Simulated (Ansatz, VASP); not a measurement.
**Two plane-wave programs on Cd3AsN**

The input INCAR:

```
SYSTEM = Cd3AsN
ALGO = Normal
EDIFF = 1E-6
ENCUT = 600
GGA = PS
GGA_COMPAT = .FALSE.
ISIF = 2
ISMEAR = 0
LASPH = .TRUE.
LCHARG = .TRUE.
LELF = .TRUE.
LREAL = .FALSE.
LVHAR = .TRUE.
LWAVE = .FALSE.
NBANDS = 31
NELM = 120
PREC = Accurate
SIGMA = 0.05
```

File KPOINTS:

```
k-points
0
G
  4 4 4
  0 0 0
```

Contents of POSCAR:

```
Cd3AsN
1.0
    4.5034408368      0.0000000000      0.0000000000
    0.0000000000      4.5034408368      0.0000000000
    0.0000000000      0.0000000000      4.5034408368
As N Cd
1 1 3
Direct
    0.0000000000      0.0000000000      0.0000000000
    0.5000000000      0.5000000000      0.5000000000
    0.5000000000      0.5000000000      0.0000000000
    0.5000000000      0.0000000000      0.5000000000
    0.0000000000      0.5000000000      0.5000000000
```

Input for Ansatz:

```yaml
crystal:
  lattice:
    - [4.5034408368, 0.0, 0.0]
    - [0.0, 4.5034408368, 0.0]
    - [0.0, 0.0, 4.5034408368]
  atoms:
    - { symbol: As, position: [0.0, 0.0, 0.0] }
    - { symbol: "N", position: [0.5, 0.5, 0.5] }
    - { symbol: Cd, position: [0.5, 0.5, 0.0] }
    - { symbol: Cd, position: [0.5, 0.0, 0.5] }
    - { symbol: Cd, position: [0.0, 0.5, 0.5] }
basis:
  ecutwfc: 420
kpoints:
  mp_grid: { grid: [4, 4, 4] }
hamiltonian:
  xc: pbesol
scf:
  occupations: { method: gaussian, width: 0.05 }
output:
  forces: true
  stress: true
  eigenvalues: true
```

Alike in both runs: task single point; functional PBEsol; k mesh 4 × 4 × 4; occupations gaussian, width 0.05 eV; no spin polarisation.

|  | VASP | Ansatz |
| --- | --- | --- |
| version | VASP 6.6.1 | Ansatz 0.2.0 |
| potentials or method | VASP PAW PBE potentials, release 64 (As, N, Cd), cutoff 600 eV | scalar-relativistic, plane waves, PAW |
| valence electrons in the cell | 46 | 80 |

Ansatz gave:

| Property | Result |
| --- | --- |
| gap on the k mesh at the Fermi level (eV) | none |
| pressure (GPa) | -0.1 |

Q: Which values does VASP return?

A: gap on the k mesh at the Fermi level (eV): none; pressure (GPa): 0.7.

VASP's potentials were made for PBE, not for PBEsol. A gap of «none» marks a metal or a gap that the smearing closes. VASP's potentials hold 46 valence electrons a cell and Ansatz's 80, so a difference there can come from the potentials and not from the codes.
